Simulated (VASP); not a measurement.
Input of a VASP 6.6.1 run:

Contents of POSCAR:

```
ZnS
1.0
    3.8087369172      0.0000000000      0.0000000000
   -1.9043684586      3.2984629266      0.0000000000
    0.0000000000      0.0000000000     12.4664651906
Zn S
4 4
Direct
    0.0000000000      0.0000000000     -0.0119152378
    0.0000000000      0.0000000000      0.4880847622
    0.3333333333      0.6666666667      0.2621028971
    0.6666666667      0.3333333333      0.7621028971
    0.0000000000      0.0000000000      0.1843034782
    0.0000000000      0.0000000000      0.6843034782
    0.3333333333      0.6666666667      0.4405061107
    0.6666666667      0.3333333333      0.9405061107
```

The input INCAR.step1:

```
PREC = Accurate
ENCUT = 520
ISMEAR = 0
SIGMA = 0.05
LREAL = False
LASPH = True
NELM = 60
NBANDS = 46
GGA = PE
ALGO = Normal
EDIFF = 1E-4
LWAVE = True
LCHARG = False
```

Contents of INCAR.step2:

```
PREC = Accurate
ENCUT = 520
EDIFF = 1E-7
ISMEAR = 0
SIGMA = 0.05
LREAL = False
LASPH = True
NELM = 60
ALGO = Normal
ISIF = 2
LWAVE = False
LCHARG = False
METAGGA = R2SCAN
LMIXTAU = True
NBANDS = 46
ISTART = 1
```

The input KPOINTS:

```
Automatic mesh
0
Gamma
  6 6 2
```

Potentials or basis: VASP PAW PBE potentials, release 64 (Zn, S).

Launch:

```sh
$ cat potpaw_PBE.64/Zn/POTCAR potpaw_PBE.64/S/POTCAR > POTCAR
$ cp INCAR.step1 INCAR
$ mpirun -np 1 vasp_std > vasp.out
$ cp INCAR.step2 INCAR
$ mpirun -np 1 vasp_std > vasp.out
```

(1) Estimate the largest force.

(2) Estimate the pressure.

(3) Predict the band gap on the k mesh.

Results:

(1) 1.643 eV/Å.

(2) 0.5 GPa.

(3) 2.40 eV.

Caveat: the cell differs from its parent crystal (atoms displaced along a vibrational mode); the PAW data sets were made with another functional, which shifts forces and pressure a little.
